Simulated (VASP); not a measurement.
A run of VASP 6.6.1:

File POSCAR:

```
Ta4C3
1.0
    4.4247933841      0.0000000000      0.0553099173
    0.0000000000      4.4247933841      0.0000000000
    0.0553099173      0.0000000000      4.4247933841
Ta C
4 3
Direct
    0.0000000000      0.5000000000      0.5000000000
    0.5000000000      0.0000000000      0.5000000000
    0.5000000000      0.5000000000      0.0000000000
    0.0000000000      0.0000000000      0.0000000000
    0.5000000000      0.0000000000      0.0000000000
    0.0000000000      0.5000000000      0.0000000000
    0.0000000000      0.0000000000      0.5000000000
```

The input INCAR.step1:

```
PREC = Accurate
ENCUT = 520
ISMEAR = 0
SIGMA = 0.15
LREAL = False
LASPH = True
NELM = 60
NBANDS = 37
GGA = PE
ALGO = Normal
EDIFF = 1E-4
LWAVE = True
LCHARG = False
```

Contents of INCAR.step2:

```
PREC = Accurate
ENCUT = 520
EDIFF = 1E-7
ISMEAR = 0
SIGMA = 0.15
LREAL = False
LASPH = True
NELM = 60
ALGO = Normal
ISIF = 2
LWAVE = False
LCHARG = True
METAGGA = R2SCAN
LMIXTAU = True
LELF = True
LVHAR = True
NBANDS = 37
ISTART = 1
```

Contents of KPOINTS:

```
Automatic mesh
0
Gamma
  10 10 10
```

Potentials or basis: VASP PAW PBE potentials, release 64 (Ta_pv, C).

Run with:

```bash
$ cat potpaw_PBE.64/Ta_pv/POTCAR potpaw_PBE.64/C/POTCAR > POTCAR
$ cp INCAR.step1 INCAR
$ mpirun -np 1 vasp_std > vasp.out
$ cp INCAR.step2 INCAR
$ mpirun -np 1 vasp_std > vasp.out
```

Hardware: 1 thread of Oxide Virtual Turin-like Processor, on a shared host.

Q: Estimate the wall time of this run.

A: Wall time 35 min on 1 thread of Oxide Virtual Turin-like Processor, on a shared host, peak memory 0.51 GiB. Counts: k points 186.
